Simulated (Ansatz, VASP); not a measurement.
**PbS: VASP beside Ansatz**

```
Pb S
1.0
     0.00000    2.90111    2.90111
     2.90111    0.00000    2.90111
     2.90111    2.90111    0.00000
Pb S
1 1
Direct
  0.00000 0.00000 0.00000
  0.25000 0.25000 0.25000
```

Change from the starting cell: volume scaled by 0.72, PAW files.

Alike in both runs: task single point; functional LDA; k mesh 12 × 12 × 12; occupations fermi-dirac, width 0.1 eV; no spin polarisation.

|  | VASP | Ansatz |
| --- | --- | --- |
| version | VASP 6.6.1 | Ansatz 0.2.0 |
| potentials or method | VASP PAW LDA potentials, release 64 (Pb_d, S) | PAW with Ansatz's default frozen-core files, scalar-relativistic |
| plane-wave cutoff (eV) | 520 | 420 |
| valence electrons in the cell | 20 | 20 |

```tsv
	VASP	Ansatz	Ansatz less VASP
pressure (GPa)	25.6	25.5	-0.09
```

LDA's correlation is that of Perdew and Zunger in VASP and of Perdew and Wang (1992) in Ansatz.

Neither program's run includes spin-orbit coupling.
